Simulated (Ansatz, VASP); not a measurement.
# One calculation of GaP, two programs

The input INCAR:

```
SYSTEM = GaP
  ALGO = Normal
  EDIFF = 1E-6
  ENCUT = 520
  ISIF = 2
  ISMEAR = -1
  LASPH = .True.
  LCHARG = .False.
  LREAL = .False.
  LWAVE = .False.
  NBANDS = 16
  NELM = 100
  PREC = Accurate
  SIGMA = 0.05
```

Contents of KPOINTS:

```
k-points
0
Gamma
  8 8 8
  0 0 0
```

POSCAR

```
GaP
1.0
    0.0000000000      2.7252500000      2.7252500000
    2.7252500000      0.0000000000      2.7252500000
    2.7252500000      2.7252500000      0.0000000000
Ga P
1 1
Direct
    0.0000000000      0.0000000000      0.0000000000
    0.7500000000      0.7500000000      0.7500000000
```

The input input.yaml:

```yaml
crystal:
  lattice:
    - [0.0, 2.72525, 2.72525]
    - [2.72525, 0.0, 2.72525]
    - [2.72525, 2.72525, 0.0]
  atoms:
    - { symbol: Ga, position: [0.0, 0.0, 0.0] }
    - { symbol: P, position: [0.75, 0.75, 0.75] }
kpoints:
  mp_grid: { grid: [8, 8, 8] }
  band_path:
    path:
      - [0.0, 0.0, 0.0]
      - [0.5, 0.0, 0.5]
      - [0.5, 0.25, 0.75]
      - [0.375, 0.375, 0.75]
      - [0.0, 0.0, 0.0]
      - [0.5, 0.5, 0.5]
      - [0.625, 0.25, 0.625]
      - [0.5, 0.25, 0.75]
    npoints: 12
scf:
  occupations: { method: fermi_dirac, width: 0.05 }
hamiltonian:
  xc: lda
  pseudopotentials: { kind: all_electron, lapw: { basis_error: 0.001 } }
output:
  forces: true
  stress: true
  eigenvalues: true
```

Alike in both runs: functional LDA; k mesh 8 × 8 × 8; occupations fermi-dirac, width 0.05 eV; no spin polarisation.

```csv
,VASP,Ansatz
version,VASP 6.6.1,Ansatz 0.2.0
potentials or method,"VASP PAW LDA potentials, release 64 (Ga_d, P), cutoff 520 eV","all-electron LAPW, scalar-relativistic"
task,single point,band structure
```

|  | VASP | Ansatz | Ansatz less VASP |
| --- | --- | --- | --- |
| gap on the k mesh at the Fermi level (eV) | 1.49 | 1.49 | -0.002 |
| least direct gap on the mesh (eV) | 1.64 | 1.61 | -0.032 |
| pressure (GPa) | -2.7 | -2.7 | -0.05 |

LDA's correlation is that of Perdew and Zunger in VASP and of Perdew and Wang (1992) in Ansatz. Ansatz ran all-electron here, and VASP with PAW potentials.
